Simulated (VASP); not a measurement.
A run of VASP 6.6.1 is set up as follows.

The input INCAR:

```
ALGO = Normal
EDIFF = 1E-6
ENCUT = 520
GGA = PE
ISIF = 2
ISMEAR = 0
ISPIN = 2
LASPH = T
LCHARG = T
LELF = T
LMAXMIX = 4
LORBIT = 11
LREAL = F
LVHAR = T
LWAVE = F
MAGMOM = 0 0 0 0 0 0
NBANDS = 40
NELM = 150
PREC = Accurate
SIGMA = 0.1
```

KPOINTS

```
k-points
0
Gamma
  6 6 4
```

Contents of POSCAR:

```
ScNb2O3
1.0
    3.2960984500      0.0000000000      0.0000000000
    0.0000000000      3.2960984500      0.0000000000
    0.0000000000      0.0000000000      7.2616143500
Sc Nb O
1 2 3
Direct
    0.0000000000      0.0000000000      0.0000000000
    0.0000000000      0.5000000000      0.7315000300
    0.5000000000      0.0000000000      0.2684999700
    0.0000000000      0.5000000000      0.3835000100
    0.5000000000      0.0000000000      0.6164999900
    0.5000000000      0.5000000000      0.0000000000
```

Potentials or basis: VASP PAW PBE potentials, release 64 (Sc_sv, Nb_sv, O).

Command:

```bash
$ cat potpaw_PBE.64/Sc_sv/POTCAR potpaw_PBE.64/Nb_sv/POTCAR potpaw_PBE.64/O/POTCAR > POTCAR
$ mpirun -np 1 vasp_std > vasp.out
```

(1) Estimate the largest force.

(2) Estimate the net moment.

(3) Predict the pressure.

## Answers

(1) 4.914 eV/Å.

(2) 0.00 μB per cell.

(3) -16.3 GPa.

Caveat: forces of over 1 eV/Å act on the atoms, so gaps and moduli don't describe the material at rest.
